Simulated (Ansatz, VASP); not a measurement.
## One calculation of Se, two programs

Contents of INCAR:

```
PREC     = Accurate       # precision mode
ENCUT    = 400            # plane-wave cutoff, eV
EDIFF    = 1E-8           # SCF threshold, eV
ISMEAR   = -1             # smearing method
SIGMA    = 0.02           # smearing width, eV
LREAL    = False          # projectors in reciprocal space
LASPH    = True           # aspherical terms in the spheres
NELM     = 120            # most SCF steps
ALGO     = Normal         # electronic algorithm
ISIF     = 2              # what is computed and relaxed
LWAVE    = False          # write WAVECAR
LCHARG   = False          # write CHGCAR
GGA      = PS             # functional
LEFG     = True         
NBANDS   = 16             # bands
GGA_COMPAT= False
```

KPOINTS

```
regular mesh
0
Gamma
  8 8 6
```

Contents of POSCAR:

```
Se
1.0
    4.3551696776      0.0217758484      0.0217758484
   -2.1587264009      3.7607996544      0.0079705137
    0.0247472500      0.0247472500      4.9494500000
Se
3
Direct
    0.2170000000      0.0000000000      0.1666666667
    0.0000000000      0.2170000000      0.8333333333
    0.7830000000      0.7830000000      0.5000000000
```

Input for Ansatz:

```yaml
crystal:
  lattice:
    - [4.3551696776, 0.0217758484, 0.0217758484]
    - [-2.1587264009, 3.7607996544, 0.0079705137]
    - [0.02474725, 0.02474725, 4.94945]
  atoms:
    - { symbol: Se, position: [0.217, 0.0, 0.1666666667] }
    - { symbol: Se, position: [0.0, 0.217, 0.8333333333] }
    - { symbol: Se, position: [0.783, 0.783, 0.5] }
kpoints:
  mp_grid: { grid: [8, 8, 6] }
scf:
  occupations: { method: fermi_dirac, width: 0.02 }
hamiltonian:
  xc: pbesol
  pseudopotentials: { kind: all_electron, datasets: crystal }
output:
  forces: true
  stress: true
  eigenvalues: true
  efg: { contact_densities: true }
```

Change from the starting cell: equal xy, yz and zx shear strains of +1 %, crystal datasets.

Alike in both runs: task electric field gradients; functional PBEsol; k mesh 8 × 8 × 6; occupations fermi-dirac, width 0.02 eV; no spin polarisation.

|  | VASP | Ansatz |
| --- | --- | --- |
| version | VASP 6.6.1 | Ansatz 0.2.0 |
| potentials or method | VASP PAW PBE potentials, release 64 (Se), cutoff 400 eV | all-electron PAW with datasets made for the crystal, scalar-relativistic |

|  | VASP | Ansatz | Ansatz less VASP |
| --- | --- | --- | --- |
| gap on the k mesh at the Fermi level (eV) | 1.03 | 1.05 | +0.025 |
| pressure (GPa) | 3.1 | 2.9 | -0.22 |
| traceless stress, the component that is largest in VASP (GPa) | 1.67 | 1.55 | -0.115 |
| rms of the force components (eV/Å) | 0.624 | 0.586 | -0.0379 |
| size of Vzz on the site where it differs most (V/Å²) | 485.8 | 509.8 | +23.95 |

VASP's potentials were made for PBE, not for PBEsol. Atom by atom the forces differ by 0.038 eV/Å (rms over components). Ansatz ran all-electron here, and VASP with PAW potentials.
